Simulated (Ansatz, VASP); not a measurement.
**ZnS: VASP beside Ansatz**

POSCAR

```
ZnS
1.0
    0.0000000000      2.6671449750      2.6671449750
    2.6671449750      0.0000000000      2.6671449750
    2.6671449750      2.6671449750      0.0000000000
Zn S
1 1
Direct
    0.0000000000      0.0000000000      0.0000000000
    0.2500000000      0.2500000000      0.2500000000
```

Contents of INCAR.step1:

```
PREC = Accurate ; ENCUT = 520
EDIFF = 1E-5 ; ISMEAR = 0
SIGMA = 0.01 ; LREAL = False
LASPH = True ; NELM = 100
ALGO = Normal ; ISIF = 2
LWAVE = True ; LCHARG = False
NBANDS = 16 ; GGA = PE
```

Contents of INCAR.step2:

```
PREC = Accurate ; ENCUT = 520
EDIFF = 1E-7 ; ISMEAR = 0
SIGMA = 0.01 ; LREAL = False
LASPH = True ; NELM = 100
ALGO = Normal ; ISIF = 2
LWAVE = False ; LCHARG = False
GGA = PE ; LHFCALC = True
HFSCREEN = 0.2079 ; PRECFOCK = Normal
NBANDS = 16 ; ISTART = 1
```

File KPOINTS:

```
regular mesh
0
Gamma
  6 6 6
```

Input for Ansatz:

```yaml
crystal:
  lattice:
    - [0.0, 2.667144975, 2.667144975]
    - [2.667144975, 0.0, 2.667144975]
    - [2.667144975, 2.667144975, 0.0]
  atoms:
    - { symbol: Zn, position: [0.0, 0.0, 0.0] }
    - { symbol: S, position: [0.25, 0.25, 0.25] }
kpoints:
  mp_grid: { grid: [6, 6, 6] }
  band_path:
    path:
      - [0.0, 0.0, 0.0]
      - [-0.5, -0.5, 0.0]
      - [-0.375, -0.375, 0.25]
      - [-0.375, 0.0, 0.375]
      - [0.0, 0.0, 0.5]
      - [-0.5, -0.25, 0.25]
    npoints: 1
hamiltonian:
  xc: hse06
scf:
  occupations: { method: fixed }
  n_extra_bands: 4
output:
  forces: true
  stress: true
  eigenvalues: true
```

Change from the starting cell: hydrostatic strain -1.0%.

Alike in both runs: task single point; functional HSE06; k mesh 6 × 6 × 6; no spin polarisation.

```csv
,VASP,Ansatz
version,VASP 6.6.1,Ansatz 0.2.0
potentials or method,"VASP PAW PBE potentials, release 64 (Zn, S)","plane waves, PAW"
plane-wave cutoff (eV),520,420
occupations,"gaussian, width 0.01 eV",fixed
valence electrons in the cell,18,18
```

Ansatz gave:

```
gap on the k mesh at the Fermi level (eV) : 3.52
pressure (GPa)                            : 4.3
```

Which values does VASP return?

gap on the k mesh at the Fermi level (eV): 3.51; pressure (GPa): 4.3.

Ansatz's warnings: stress exchange threshold loose, stress scf threshold loose.
